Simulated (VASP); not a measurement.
The system is CdGeAs2.

```
Cd As Ge
1.0
     4.14643    0.00000    0.00000
     0.00000    4.14643    0.00000
     0.00000    0.00000    6.15134
Cd As Ge
1 2 1
Direct
  0.00000 0.00000 0.00000
  0.00000 0.50000 0.26564
  0.50000 0.00000 0.73436
  0.50000 0.50000 0.50000
```

- Program: VASP 6.6.1
- Task: relaxation of cell and atoms
- Functional: r2SCAN
- Potentials or basis: VASP PAW PBE potentials, release 64 (Cd, As, Ge_d)
- Cutoff: 550 eV
- k mesh: 6 × 6 × 4
- Occupations: fermi-dirac, width 0.02 eV
- Spin: no spin polarisation

At the start: pressure -2.1 GPa; volume 26.44 Å³/atom.

Q: How do energy, volume and symmetry change on relaxing?

A: Over 10 steps the energy falls by 7.0 meV/atom and the volume is 25.46 Å³/atom (-3.7 %); space group P-4m2 (No. 115, to 0.1 Å) before and after.

Step by step:
```csv
step,energy change (eV),largest force (eV/Å),pressure (GPa),volume (Å³)
1,0.0000,0.0882,-2.07,105.76
2,-0.0239,0.0459,0.79,100.62
3,-0.0267,0.0568,0.03,101.84
4,-0.0267,0.0575,-0.01,101.91
5,-0.0274,0.0349,-0.02,101.91
6,-0.0280,0.0044,-0.03,101.90
7,-0.0280,0.0183,-0.03,101.89
8,-0.0281,0.0037,0.03,101.79
9,-0.0281,0.0042,0.02,101.79
10,-0.0281,0.0023,-0.01,101.85
```

Final structure:
```
Cd As Ge
1.0
     4.07808    0.00000    0.00000
     0.00000    4.07808    0.00000
     0.00000    0.00000    6.12422
Cd As Ge
1 2 1
Direct
  0.00000 0.00000 0.00000
  0.00000 0.50000 0.26737
  0.50000 0.00000 0.73264
  0.50000 0.50000 0.50000
```

Caveat: the PAW data sets were made with another functional, which shifts forces and pressure a little.
